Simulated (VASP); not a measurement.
# Pt (Fm-3m) in VASP: notebook

The runs below take Pt through single point, relaxation of cell and atoms, with PBEsol.

All numbers are computed with VASP 6.6.1; they aren't measurements. Logs are shortened: lines on timing, memory, paths and dates and some standing lists are left out, and cuts for length are marked.

### 1 The cell of the first run

Symmetry: Fm-3m, No. 225, cubic system. The conventional cell has a = 3.919 Å, b = 3.919 Å, c = 3.919 Å, α = 90.00°, β = 90.00°, γ = 90.00°. Within 3.7 Å of Pt (site symmetry m-3m) lie 12 Pt at 2.77 Å.

### 2 Single point, PBEsol

INCAR

```
PREC = Accurate ; ENCUT = 520
EDIFF = 1E-7 ; ISMEAR = -1
SIGMA = 0.08 ; LREAL = False
LASPH = True ; NELM = 60
ALGO = Normal ; ISIF = 2
LWAVE = False ; LCHARG = True
GGA = PS ; LELF = True
LVHAR = True ; NBANDS = 11
```

KPOINTS

```
Automatic mesh
0
Gamma
  18 18 18
```

POSCAR

```
Pt
1.0
    0.0000000000      1.9595892982      1.9595892982
    1.9595892982      0.0000000000      1.9595892982
    1.9595892982      1.9595892982      0.0000000000
Pt
1
Direct
    0.0000000000      0.0000000000      0.0000000000
```

Potentials or basis: VASP PAW PBE potentials, release 64 (Pt).

The run is started by

```console
$ cat potpaw_PBE.64/Pt/POTCAR > POTCAR
$ mpirun -np 1 vasp_std > vasp.out
```

OUTCAR:

```text
PREC = Accurate
   ENCUT = 520
   EDIFF = 1E-7
   ISMEAR = -1
   LREAL = False
   LASPH = True
   NELM = 60
   ISIF = 2
   GGA = PS

 ion  position               nearest neighbor table
   1  0.000  0.000  0.000-

  LATTYP: Found a face centered cubic cell.
 ALAT       =     3.9191785964

  Lattice vectors:

 A1 = (   0.0000000000,   1.9595892982,   1.9595892982)
 A2 = (   1.9595892982,   0.0000000000,   1.9595892982)
 A3 = (   1.9595892982,   1.9595892982,   0.0000000000)

Analysis of symmetry for initial positions (statically):
=====================================================================
 Subroutine PRICEL returns:
 Original cell was already a primitive cell.

 Routine SETGRP: Setting up the symmetry group for a
 face centered cubic supercell.

 Subroutine GETGRP returns: Found 48 space group operations
 (whereof 48 operations were pure point group operations)
 out of a pool of 48 trial point group operations.

The static configuration has the point symmetry O_h .

Analysis of symmetry for dynamics (positions and initial velocities):
=====================================================================
 Subroutine PRICEL returns:
 Original cell was already a primitive cell.

 Routine SETGRP: Setting up the symmetry group for a
 face centered cubic supercell.

 Subroutine GETGRP returns: Found 48 space group operations
 (whereof 48 operations were pure point group operations)
 out of a pool of 48 trial point group operations.

The dynamic configuration has the point symmetry O_h .

 Subroutine INISYM returns: Found 48 space group operations
 (whereof 48 operations are pure point group operations),
 and found     1 'primitive' translations

----------------------------------------------------------------------------------------

                                     Primitive cell

  volume of cell :      15.0496

  direct lattice vectors                    reciprocal lattice vectors
     0.000000000  1.959589298  1.959589298    -0.255155507  0.255155507  0.255155507
     1.959589298  0.000000000  1.959589298     0.255155507 -0.255155507  0.255155507
     1.959589298  1.959589298  0.000000000     0.255155507  0.255155507 -0.255155507

  length of vectors
     2.771277762  2.771277762  2.771277762     0.441942301  0.441942301  0.441942301

  position of ions in fractional coordinates (direct lattice)
     0.000000000  0.000000000  0.000000000

  ion indices of the primitive-cell ions
   primitive index   ion index
                 1           1

----------------------------------------------------------------------------------------

 KPOINTS: Automatic mesh

Automatic generation of k-mesh.
 Grid dimensions read from file:
 generate k-points for:   18   18   18

 Generating k-lattice:

  Cartesian coordinates                     Fractional coordinates (reciprocal lattice)
    -0.014175306  0.014175306  0.014175306     0.055555556  0.000000000  0.000000000
     0.014175306 -0.014175306  0.014175306     0.000000000  0.055555556  0.000000000
     0.014175306  0.014175306 -0.014175306     0.000000000  0.000000000  0.055555556

  Length of vectors
     0.024552350  0.024552350  0.024552350

  Shift w.r.t. Gamma in fractional coordinates (k-lattice)
     0.000000000  0.000000000  0.000000000

 Subroutine IBZKPT returns following result:
 ===========================================

 Found    195 irreducible k-points:

 Following reciprocal coordinates:
            Coordinates               Weight
  0.000000  0.000000  0.000000      1.000000
  0.055556  0.000000  0.000000      8.000000
  0.111111  0.000000  0.000000      8.000000
  0.166667  0.000000  0.000000      8.000000
  0.222222  0.000000  0.000000      8.000000
  0.277778  0.000000  0.000000      8.000000
[... 16 lines left out ...]
 -0.277778  0.055556  0.000000     24.000000
 -0.222222  0.055556  0.000000     24.000000
 [... further k-points ...]
   k-points           NKPTS =    195   k-points in BZ     NKDIM =    195   number of bands    NBANDS=     11
   number of dos      NEDOS =    301   number of ions     NIONS =      1
   total plane-waves  NPLWV =  13824
   dimension x,y,z NGX =    24 NGY =   24 NGZ =   24
   dimension x,y,z NGXF=    48 NGYF=   48 NGZF=   48
   ions per type =               1
   NGX,Y,Z   is equivalent  to a cutoff of  14.40, 14.40, 14.40 a.u.
   NGXF,Y,Z  is equivalent  to a cutoff of  28.79, 28.79, 28.79 a.u.
 SYSTEM =  unknown system
   PREC   = accura    normal or accurate (medium, high low for compatibility)
   ISTART =      0    job   : 0-new  1-cont  2-samecut
   ICHARG =      2    charge: 1-file 2-atom 10-const
   ISPIN  =      1    spin polarized calculation?
   LNONCOLLINEAR =      F non collinear calculations
   LSORBIT =      F    spin-orbit coupling
   LASPH  =      T    aspherical Exc in radial PAW
   ENCUT  =  520.0 eV  38.22 Ry    6.18 a.u.   5.15  5.15  5.15*2*pi/ulx,y,z
   NELM   =     60;   NELMIN=  2; NELMDL= -5     # of ELM steps
   EDIFF  = 0.1E-06   stopping-criterion for ELM
   LREAL  =      F    real-space projection
   EDIFFG = 0.1E-05   stopping-criterion for IOM
   NSW    =      0    number of steps for IOM
   IBRION =     -1    ionic relax: 0-MD 1-quasi-New 2-CG
   NFREE  =      0    steps in history (QN), initial steepest desc. (CG)
   ISIF   =      2    stress and relaxation
   ISYM   =      2    0-nonsym 1-usesym 2-fastsym
   POTIM  = 0.5000    time-step for ionic-motion
   TEBEG  =    0.0;   TEEND  =   0.0 temperature during run
   PSTRESS=    0.0 pullay stress
   NELECT =      10.0000    total number of electrons
   NUPDOWN=      -1.0000    fix difference up-down
   EMIN   =  10.00;   EMAX   =-10.00  energy-range for DOS
   EFERMI =   0.00;   METHOD = LEGACY
   ISMEAR =    -1;   SIGMA  =   0.08  broadening in eV -4-tet -1-fermi 0-gaus
   EFERMI_NEDOS =   21; number of points for ismear=-14 and -15
   IALGO  =     38    algorithm
   IMIX   =      4    mixing-type and parameters
     AMIX     =   0.40;   BMIX     =  1.00
     AMIX_MAG =   1.60;   BMIX_MAG =  1.00
  volume/ion in A,a.u.               =      15.05       101.56
  Fermi-wavevector in a.u.,A,eV,Ry     =   1.428564  2.699595 27.766712  2.040796
  Thomas-Fermi vector in A             =   2.548612
   LORBIT       =      0    0 simple, 1 ext, 2 COOP (PROOUT), +10 PAW based schemes
   GGA     = PS    functional components
   LHFCALC =     F    Hartree Fock is set to
   AEXX    =    0.0000 exact exchange contribution
   IVDW    =     0    specifies the selected vdW correction
   LEPSILON=     F    determine dielectric tensor
   LRPA    =     F    only Hartree local field effects (RPA)
 non-spin polarized calculation
  energy-cutoff  :      520.00
  volume of cell :       15.05
 maximum number of plane-waves:       419
 NGX is ok and might be reduce to    24
   NGX = 11   NGY = 11   NGZ = 11

 number of electron      10.0000000 magnetization

 Free energy of the ion-electron system (eV)
  ---------------------------------------------------
  ext. energy  EPLUGINS =         0.00000000
  ---------------------------------------------------
  free energy    TOTEN  =        -6.98096278 eV

  energy without entropy =       -6.94251997  energy(sigma->0) =       -6.96174138

 E-fermi :  11.1410     XC(G=0): -13.6407

 val. band max:       11.1389077990   @ k =  -0.3333   0.3889   0.1111
 cond. band min:      11.1507696573   @ k =   0.3889   0.2222   0.0000
 fundamental gap:      0.0118618584
 Fermi energy:        11.1410121854

 k-point     1 :       0.0000    0.0000    0.0000
  band No.  band energies     occupation
      1       0.8170      2.00000
      2       7.3179      2.00000
      3       7.3179      2.00000
      4       7.3179      2.00000
      5       9.5030      2.00000
      6       9.5030      2.00000
      7      25.7558      0.00000
      8      30.7238      0.00000
      9      30.7238      0.00000
     10      30.7238      0.00000
     11      36.0299      0.00000

 k-point     2 :       0.0556    0.0000    0.0000
  band No.  band energies     occupation
      1       0.9418      2.00000
      2       7.2611      2.00000
      3       7.3681      2.00000
      4       7.3681      2.00000
      5       9.4744      2.00000
      6       9.4744      2.00000
      7      25.9518      0.00000
      8      30.0494      0.00000
      9      30.9162      0.00000
     10      30.9162      0.00000
     11      36.7757      0.00000

 k-point     3 :       0.1111    0.0000    0.0000
  band No.  band energies     occupation
      1       1.3051      2.00000
      2       7.1151      2.00000
      3       7.4995      2.00000
      4       7.4995      2.00000
      5       9.4129      2.00000
      6       9.4129      2.00000
      7      26.4858      0.00000
      8      28.6403      0.00000
      9      31.4755      0.00000
     10      31.4755      0.00000
     11      37.6123      0.00000

 k-point     4 :       0.1667    0.0000    0.0000
  band No.  band energies     occupation
      1       1.8676      2.00000
      2       6.9510      2.00000
      3       7.6479      2.00000
      4       7.6479      2.00000
      5       9.3955      2.00000
      6       9.3955      2.00000
      7      27.0126      0.00000
      8      27.1864      0.00000
      9      32.3444      0.00000
     10      32.3444      0.00000
     11      36.0571      0.00000
[... 239 lines left out ...]
 k-point    22 :      -0.3333    0.0556    0.0000
  band No.  band energies     occupation
      1       3.7407      2.00000
      2       7.4198      2.00000
      3       7.5345      2.00000
      4       7.9241      2.00000
      5      10.1902      1.99999
      6      10.9359      1.85693
      7      20.7783      0.00000
      8      26.4276      0.00000
      9      30.7545      0.00000
     10      32.7298      0.00000
     11      35.9256      0.00000

 k-point    23 :      -0.2778    0.0556    0.0000
  band No.  band energies     occupation
      1       3.4371      2.00000
      2       7.1323      2.00000
      3       7.6035      2.00000
      4       7.6803      2.00000
      5       9.6929      2.00000
      6      10.4301      1.99972
      7      22.8499      0.00000
      8      27.1518      0.00000
      9      31.6808      0.00000
     10      34.3150      0.00000
     11      34.5453      0.00000

 k-point    24 :      -0.2222    0.0556    0.0000
  band No.  band energies     occupation
      1       2.8711      2.00000
      2       6.8145      2.00000
      3       7.7140      2.00000
      4       7.7829      2.00000
      5       9.3021      2.00000
      6       9.9882      2.00000
      7      24.7897      0.00000
      8      27.6714      0.00000
      9      32.1857      0.00000
     10      33.5987      0.00000
     11      34.8555      0.00000

 [... further k-points ...]

------------------------ aborting loop because EDIFF is reached ----------------------------------------

  FORCE on cell =-STRESS in cart. coord.  units (eV):
  Direction    XX          YY          ZZ          XY          YZ          ZX
  --------------------------------------------------------------------------------------
  -------------------------------------------------------------------------------------
  Total       -0.0401386     -0.0401386     -0.0401386      0.0000000      0.0000000      0.0000000
  in kB       -4.2731472     -4.2731472     -4.2731472      0.0000000      0.0000000      0.0000000
  external PRESSURE =      -4.2731472 kB  Pullay stress =       0.0000000 kB

 VOLUME and BASIS-vectors are now :
 -----------------------------------------------------------------------------
  energy-cutoff  :      520.00
  volume of cell :       15.05
      direct lattice vectors                 reciprocal lattice vectors
     0.000000000  1.959589298  1.959589298    -0.255155507  0.255155507  0.255155507
     1.959589298  0.000000000  1.959589298     0.255155507 -0.255155507  0.255155507
     1.959589298  1.959589298  0.000000000     0.255155507  0.255155507 -0.255155507

 POSITION                                       TOTAL-FORCE (eV/Angst)
 -----------------------------------------------------------------------------------
      0.00000      0.00000      0.00000        -0.000000     -0.000000     -0.000000
 -----------------------------------------------------------------------------------
    total drift:                               -0.000000      0.000000      0.000000

  FREE ENERGIE OF THE ION-ELECTRON SYSTEM (eV)
  ---------------------------------------------------
  free  energy   TOTEN  =        -6.9809627830 eV

  energy  without entropy=       -6.9425199736  energy(sigma->0) =       -6.96174138
```

Wall time 21 s (1 thread of Intel Xeon Platinum 8488C (Sapphire Rapids), shared host); peak memory 0.17 GiB.

Results:

```
Free energy            : -6.9810 eV
Pressure               : -0.4 GPa
Band gap on the k mesh : zero (band 5 reaches 11.63 eV, above the bottom of band 6 at 9.40 eV)
```

Caveat: the PAW data sets were made with another functional, which shifts forces and pressure a little; spin-orbit coupling is left out, which moves the levels of the heavy elements.

[end of part 1 of 3]
